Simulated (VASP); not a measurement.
Input of a VASP 6.6.1 run:

INCAR

```
PREC = Accurate
ENCUT = 520
EDIFF = 1E-6
ISMEAR = -1
SIGMA = 0.02
LREAL = Auto
LASPH = T
NELM = 60
ALGO = Normal
ISIF = 2
LWAVE = F
LCHARG = T
GGA = PE
LELF = T
LVHAR = T
NBANDS = 74
```

File KPOINTS:

```
Automatic mesh
0
Gamma
  2 2 1
```

Contents of POSCAR:

```
Si10H5Cl
1.0
    7.6791800000      0.0000000000      0.0000000000
    0.0000000000      7.6791800000      0.0000000000
    0.0000000000      0.0000000000     18.2543620000
H Si Cl
10 20 2
Direct
    0.4093920184      0.0000000000      0.0547814270
    0.0906079816      0.0000000000      0.0547814270
    0.9093920184      0.0000000000      0.0547814270
    0.5906079816      0.0000000000      0.0547814270
    0.4093920184      0.5000000000      0.0547814270
    0.0906079816      0.5000000000      0.0547814270
    0.9093920184      0.5000000000      0.0547814270
    0.5906079816      0.5000000000      0.0547814270
    0.2496116773      0.4738465565      0.4717147058
    0.7495025511      0.4740439734      0.4716631565
    0.2500000000      0.0000000000      0.1021947521
    0.7500000000      0.0000000000      0.1021947521
    0.2500000000      0.5000000000      0.1021947521
    0.7500000000      0.5000000000      0.1021947521
    0.2503021156      0.2500724036      0.1734063343
    0.7502652627      0.2500879000      0.1733997058
    0.2499476507      0.7498926969      0.1795008777
    0.7499249920      0.7498758982      0.1795040550
    0.0002712529      0.2513535299      0.2458325851
    0.5002902654      0.2512876375      0.2458596471
   -0.0000873791      0.7492908097      0.2568961873
    0.4999015520      0.7493066968      0.2569129504
   -0.0003958756      0.0116235067      0.3260762551
    0.4996539995      0.0115990249      0.3261383772
   -0.0002019747      0.4883718053      0.3273351323
    0.4997399462      0.4883508395      0.3273198483
    0.2495752151      0.0938468691      0.3925910969
    0.7496590782      0.0940127722      0.3926171728
    0.2497334351      0.4091499353      0.3941912623
    0.7497129902      0.4092763811      0.3941503954
    0.7506179045      0.9936899513      0.4989775047
    1.2501480627      0.9929786774      0.4988705713
```

Potentials or basis: VASP PAW PBE potentials, release 64 (H, Si, Cl).

Command:

```bash
$ cat potpaw_PBE.64/H/POTCAR potpaw_PBE.64/Si/POTCAR potpaw_PBE.64/Cl/POTCAR > POTCAR
$ mpirun -np 1 vasp_std > vasp.out
```

(1) Estimate the largest force.

(2) What does it give for the band gap on the k mesh?

Answers

(1) 0.636 eV/Å.

(2) 1.30 eV.

Caveat: there is no dipole correction, which matters where the two faces differ.
